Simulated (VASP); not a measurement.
# Pd (P6_3/mmc) in VASP: a series of runs

Aim: see how the results for Pd move with the level of theory and the settings. Levels: LDA, PBEsol, r2SCAN. Tasks: single point.

All numbers are computed with VASP 6.6.1; they aren't measurements. Logs are shortened: lines on timing, memory, paths and dates and some standing lists are left out, and cuts for length are marked.

**1. The cell of the first run**

Symmetry: P6_3/mmc, No. 194, hexagonal system. The conventional cell has a = 2.784 Å, b = 2.784 Å, c = 4.629 Å, α = 90.00°, β = 90.00°, γ = 120.00°. Within 3.7 Å of Pd (site symmetry -6m2) lie 12 Pd at 2.78 to 2.82 Å.

**2. Single point, LDA**

INCAR

```
SYSTEM = Pd
PREC = Accurate
ENCUT = 520
EDIFF = 1E-6
ISMEAR = -1
SIGMA = 0.05
LREAL = .False.
LASPH = .True.
NELM = 80
ALGO = Normal
ISIF = 2
LWAVE = .False.
LCHARG = .True.
LELF = .True.
LVHAR = .True.
NBANDS = 17
```

KPOINTS

```
Automatic mesh
0
Gamma
  6 6 4
  0 0 0
```

POSCAR

```
Pd
1.0
    2.7836650458      0.0000000000      0.0000000000
   -1.3918325229      2.4107246453      0.0000000000
    0.0000000000      0.0000000000      4.6288930000
Pd
2
Direct
    0.3333333333      0.6666666667      0.2500000000
    0.6666666667      0.3333333333      0.7500000000
```

Potentials or basis: VASP PAW LDA potentials, release 64 (Pd).

Command:

```bash
$ cat potpaw_LDA.64/Pd/POTCAR > POTCAR
$ mpirun -np 1 vasp_std > vasp.out
```

OUTCAR:

```text
SYSTEM = Pd
   PREC = Accurate
   ENCUT = 520
   EDIFF = 1E-6
   ISMEAR = -1
   LREAL = .False.
   LASPH = .True.
   NELM = 80
   ISIF = 2

 ion  position               nearest neighbor table
   1  0.333  0.667  0.250-   2 2.82   2 2.82   2 2.82   2 2.82   2 2.82   2 2.82
   2  0.667  0.333  0.750-   1 2.82   1 2.82   1 2.82   1 2.82   1 2.82   1 2.82

  LATTYP: Found a hexagonal cell.
 ALAT       =     2.7836650458
 C/A-ratio  =     1.6628771507

  Lattice vectors:

 A1 = (   2.7836650458,   0.0000000000,   0.0000000000)
 A2 = (  -1.3918325229,   2.4107246453,   0.0000000000)
 A3 = (   0.0000000000,   0.0000000000,   4.6288930000)

Analysis of symmetry for initial positions (statically):
=====================================================================
 Subroutine PRICEL returns:
 Original cell was already a primitive cell.

 Routine SETGRP: Setting up the symmetry group for a
 hexagonal supercell.

 Subroutine GETGRP returns: Found 24 space group operations
 (whereof 12 operations were pure point group operations)
 out of a pool of 24 trial point group operations.

The static configuration has the point symmetry D_3d.
 The point group associated with its full space group is D_6h.

Analysis of symmetry for dynamics (positions and initial velocities):
=====================================================================
 Subroutine PRICEL returns:
 Original cell was already a primitive cell.

 Routine SETGRP: Setting up the symmetry group for a
 hexagonal supercell.

 Subroutine GETGRP returns: Found 24 space group operations
 (whereof 12 operations were pure point group operations)
 out of a pool of 24 trial point group operations.

The dynamic configuration has the point symmetry D_3d.
 The point group associated with its full space group is D_6h.

 Subroutine INISYM returns: Found 24 space group operations
 (whereof 12 operations are pure point group operations),
 and found     1 'primitive' translations

----------------------------------------------------------------------------------------

                                     Primitive cell

  volume of cell :      31.0629

  direct lattice vectors                    reciprocal lattice vectors
     2.783665046  0.000000000  0.000000000     0.359238624  0.207406516  0.000000000
    -1.391832523  2.410724645  0.000000000     0.000000000  0.414813032  0.000000000
     0.000000000  0.000000000  4.628893000     0.000000000  0.000000000  0.216034374

  length of vectors
     2.783665046  2.783665046  4.628893000     0.414813032  0.414813032  0.216034374

  position of ions in fractional coordinates (direct lattice)
     0.333333333  0.666666667  0.250000000
     0.666666667  0.333333333  0.750000000

  ion indices of the primitive-cell ions
   primitive index   ion index
                 1           1
                 2           2

----------------------------------------------------------------------------------------

 KPOINTS: Automatic mesh

Automatic generation of k-mesh.
 Grid dimensions read from file:
 generate k-points for:    6    6    4

 Generating k-lattice:

  Cartesian coordinates                     Fractional coordinates (reciprocal lattice)
     0.059873104  0.034567753  0.000000000     0.166666667  0.000000000  0.000000000
     0.000000000  0.069135505  0.000000000     0.000000000  0.166666667  0.000000000
     0.000000000  0.000000000  0.054008593     0.000000000  0.000000000  0.250000000

  Length of vectors
     0.069135505  0.069135505  0.054008593

  Shift w.r.t. Gamma in fractional coordinates (k-lattice)
     0.000000000  0.000000000  0.000000000

 Subroutine IBZKPT returns following result:
 ===========================================

 Found     21 irreducible k-points:

 Following reciprocal coordinates:
            Coordinates               Weight
  0.000000  0.000000  0.000000      1.000000
  0.166667  0.000000  0.000000      6.000000
  0.333333  0.000000  0.000000      6.000000
  0.500000  0.000000  0.000000      3.000000
  0.166667  0.166667  0.000000      6.000000
  0.333333  0.166667  0.000000     12.000000
[... 13 lines left out ...]
  0.333333  0.166667  0.500000     12.000000
  0.333333  0.333333  0.500000      2.000000
   k-points           NKPTS =     21   k-points in BZ     NKDIM =     21   number of bands    NBANDS=     17
   number of dos      NEDOS =    301   number of ions     NIONS =      2
   total plane-waves  NPLWV =  20736
   dimension x,y,z NGX =    24 NGY =   24 NGZ =   36
   dimension x,y,z NGXF=    48 NGYF=   48 NGZF=   72
   ions per type =               2
   NGX,Y,Z   is equivalent  to a cutoff of  14.33, 14.33, 12.93 a.u.
   NGXF,Y,Z  is equivalent  to a cutoff of  28.67, 28.67, 25.86 a.u.
 SYSTEM =  Pd
   PREC   = accura    normal or accurate (medium, high low for compatibility)
   ISTART =      0    job   : 0-new  1-cont  2-samecut
   ICHARG =      2    charge: 1-file 2-atom 10-const
   ISPIN  =      1    spin polarized calculation?
   LNONCOLLINEAR =      F non collinear calculations
   LSORBIT =      F    spin-orbit coupling
   LASPH  =      T    aspherical Exc in radial PAW
   ENCUT  =  520.0 eV  38.22 Ry    6.18 a.u.   5.18  5.18  8.61*2*pi/ulx,y,z
   NELM   =     80;   NELMIN=  2; NELMDL= -5     # of ELM steps
   EDIFF  = 0.1E-05   stopping-criterion for ELM
   LREAL  =      F    real-space projection
   EDIFFG = 0.1E-04   stopping-criterion for IOM
   NSW    =      0    number of steps for IOM
   IBRION =     -1    ionic relax: 0-MD 1-quasi-New 2-CG
   NFREE  =      0    steps in history (QN), initial steepest desc. (CG)
   ISIF   =      2    stress and relaxation
   ISYM   =      2    0-nonsym 1-usesym 2-fastsym
   POTIM  = 0.5000    time-step for ionic-motion
   TEBEG  =    0.0;   TEEND  =   0.0 temperature during run
   PSTRESS=    0.0 pullay stress
   NELECT =      20.0000    total number of electrons
   NUPDOWN=      -1.0000    fix difference up-down
   EMIN   =  10.00;   EMAX   =-10.00  energy-range for DOS
   EFERMI =   0.00;   METHOD = LEGACY
   ISMEAR =    -1;   SIGMA  =   0.05  broadening in eV -4-tet -1-fermi 0-gaus
   EFERMI_NEDOS =   21; number of points for ismear=-14 and -15
   IALGO  =     38    algorithm
   IMIX   =      4    mixing-type and parameters
     AMIX     =   0.40;   BMIX     =  1.00
     AMIX_MAG =   1.60;   BMIX_MAG =  1.00
  volume/ion in A,a.u.               =      15.53       104.81
  Fermi-wavevector in a.u.,A,eV,Ry     =   1.413636  2.671385 27.189429  1.998367
  Thomas-Fermi vector in A             =   2.535261
   LORBIT       =      0    0 simple, 1 ext, 2 COOP (PROOUT), +10 PAW based schemes
   GGA     = CA    functional components
   LHFCALC =     F    Hartree Fock is set to
   AEXX    =    0.0000 exact exchange contribution
   IVDW    =     0    specifies the selected vdW correction
   LEPSILON=     F    determine dielectric tensor
   LRPA    =     F    only Hartree local field effects (RPA)
 non-spin polarized calculation
  energy-cutoff  :      520.00
  volume of cell :       31.06
 maximum number of plane-waves:       854
 NGX is ok and might be reduce to    24
   NGX = 11   NGY = 11   NGZ = 17

 number of electron      20.0000008 magnetization

 Free energy of the ion-electron system (eV)
  ---------------------------------------------------
  ext. energy  EPLUGINS =         0.00000000
  ---------------------------------------------------
  free energy    TOTEN  =       -12.81819843 eV

  energy without entropy =      -12.77287769  energy(sigma->0) =      -12.79553806

 E-fermi :   8.7037     XC(G=0): -13.2070

 val. band max:        8.7021706453   @ k =   0.5000   0.0000   0.0000
 cond. band min:       8.7052337831   @ k =   0.3333   0.1667   0.5000
 fundamental gap:      0.0030631378
 Fermi energy:         8.7036679297

 k-point     1 :       0.0000    0.0000    0.0000
  band No.  band energies     occupation
      1       1.8887      2.00000
      2       3.7467      2.00000
      3       5.9759      2.00000
      4       6.1515      2.00000
      5       6.1515      2.00000
      6       6.4796      2.00000
[... 9 lines left out ...]
     16      28.1292      0.00000
     17      30.3024      0.00000

 k-point     2 :       0.1667    0.0000    0.0000
  band No.  band energies     occupation
      1       2.7101      2.00000
      2       4.2580      2.00000
      3       5.6121      2.00000
      4       6.1954      2.00000
      5       6.3034      2.00000
      6       6.6381      2.00000
[... 9 lines left out ...]
     16      27.3471      0.00000
     17      28.1015      0.00000

 k-point     3 :       0.3333    0.0000    0.0000
  band No.  band energies     occupation
      1       4.0222      2.00000
      2       4.2747      2.00000
      3       4.8706      2.00000
      4       6.1280      2.00000
      5       6.3436      2.00000
      6       6.3679      2.00000
[... 9 lines left out ...]
     16      24.5418      0.00000
     17      25.3728      0.00000

 k-point     4 :       0.5000    0.0000    0.0000
  band No.  band energies     occupation
      1       3.8725      2.00000
      2       4.2418      2.00000
      3       4.3540      2.00000
      4       6.1632      2.00000
      5       6.3831      2.00000
      6       6.7005      2.00000
[... 9 lines left out ...]
     16      21.7400      0.00000
     17      22.0993      0.00000
[... 283 lines left out ...]
      1       4.5851      2.00000
      2       4.5851      2.00000
      3       5.5043      2.00000
      4       5.5043      2.00000
      5       5.7934      2.00000
      6       5.7934      2.00000
[... 9 lines left out ...]
     16      23.3410      0.00000
     17      24.1055      0.00000

 k-point    20 :       0.3333    0.1667    0.5000
  band No.  band energies     occupation
      1       4.3684      2.00000
      2       4.3684      2.00000
      3       5.2042      2.00000
      4       5.2042      2.00000
      5       6.5867      2.00000
      6       6.5867      2.00000
[... 9 lines left out ...]
     16      21.7012      0.00000
     17      25.4319      0.00000

 k-point    21 :       0.3333    0.3333    0.5000
  band No.  band energies     occupation
      1       4.9127      2.00000
      2       4.9127      2.00000
      3       5.3388      2.00000
      4       5.3388      2.00000
      5       6.0937      2.00000
      6       6.0937      2.00000
[... 9 lines left out ...]
     16      17.6716      0.00000
     17      27.8561      0.00000

------------------------ aborting loop because EDIFF is reached ----------------------------------------

  FORCE on cell =-STRESS in cart. coord.  units (eV):
  Direction    XX          YY          ZZ          XY          YZ          ZX
  --------------------------------------------------------------------------------------
  -------------------------------------------------------------------------------------
  Total       -3.2665642     -3.2665642     -2.7879147      0.0000000     -0.0000000      0.0000000
  in kB     -168.4845395   -168.4845395   -143.7965056      0.0000000     -0.0000000      0.0000000
  external PRESSURE =    -160.2551948 kB  Pullay stress =       0.0000000 kB

 VOLUME and BASIS-vectors are now :
 -----------------------------------------------------------------------------
  energy-cutoff  :      520.00
  volume of cell :       31.06
      direct lattice vectors                 reciprocal lattice vectors
     2.783665046  0.000000000  0.000000000     0.359238624  0.207406516  0.000000000
    -1.391832523  2.410724645  0.000000000     0.000000000  0.414813032  0.000000000
     0.000000000  0.000000000  4.628893000     0.000000000  0.000000000  0.216034374

 POSITION                                       TOTAL-FORCE (eV/Angst)
 -----------------------------------------------------------------------------------
     -0.00000      1.60715      1.15722        -0.000000      0.000000      0.000000
      1.39183      0.80357      3.47167         0.000000      0.000000      0.000000
 -----------------------------------------------------------------------------------
    total drift:                               -0.000000      0.000000     -0.000000

  FREE ENERGIE OF THE ION-ELECTRON SYSTEM (eV)
  ---------------------------------------------------
  free  energy   TOTEN  =       -12.8181984257 eV

  energy  without entropy=      -12.7728776874  energy(sigma->0) =      -12.79553806
```

Run time: 7.1 s. Hardware: 1 thread of Intel Xeon 6975P-C (Granite Rapids), shared host; peak memory 0.13 GiB.

What came out:

| Quantity | Value |
| --- | --- |
| Free energy | -12.8182 eV |
| Pressure | -16.0 GPa |
| Band gap on the k mesh | zero (band 10 reaches 8.88 eV, above the bottom of band 11 at 8.06 eV) |

Stress tensor (GPa, compression positive):
```
-16.85   0.00   0.00
  0.00 -16.85   0.00
  0.00   0.00 -14.38
```

Caveat: the k points lie up to 0.43 Å⁻¹ apart.

(Part 1 of 2 ends here.)
